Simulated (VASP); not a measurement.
# PbS: single point with PBE

PbS:

```xyz
2
Lattice="0.0000 3.0607 3.0607 3.0607 0.0000 3.0607 3.0607 3.0607 0.0000" Properties=species:S:1:pos:R:3 pbc="T T T"
Pb    0.0000    0.0000    0.0000
S     3.0607    3.0607    3.0607
```

```yaml
Program: VASP 6.6.1
Task: single point
Functional: PBE
Potentials_or_basis: VASP PAW PBE potentials, release 64 (Pb_d, S)
Cutoff: 520 eV
k_mesh: 8 × 8 × 8
Occupations: fermi-dirac, width 0.06 eV
Spin: no spin polarisation
Dipole_correction: no
Further_INCAR_settings: ALGO = Normal; EDIFF = 1e-07; NBANDS = 17
```

```yaml
Pressure: -2.7 GPa
Band_gap_on_the_k_mesh: 0.66 eV, direct
```

Levels at points of the mesh, in eV from the valence-band top:
| k point | band 7 | band 8 | band 9 | band 10 | band 11 | band 12 | band 13 | band 14 |
| --- | --- | --- | --- | --- | --- | --- | --- | --- |
| (0.00, 0.00, 0.00) | -6.12 | -1.64 | -1.64 | -1.64 | 5.01 | 5.01 | 5.01 | 7.03 |
| (0.50, 0.00, 0.00) | -8.27 | -1.32 | -1.32 | 0.00 | 0.66 | 2.22 | 2.22 | 8.62 |
| (0.50, 0.50, 0.00) | -7.01 | -4.34 | -2.77 | -2.77 | 4.34 | 5.34 | 5.41 | 5.41 |

Run time: 20 s on 1 thread of Intel(R) Xeon(R) Platinum 8488C (Sapphire Rapids), on a shared host, peak memory 0.18 GiB.

Caveat: spin-orbit coupling is left out, which moves the levels of the heavy elements. A k mesh can miss the band edges.
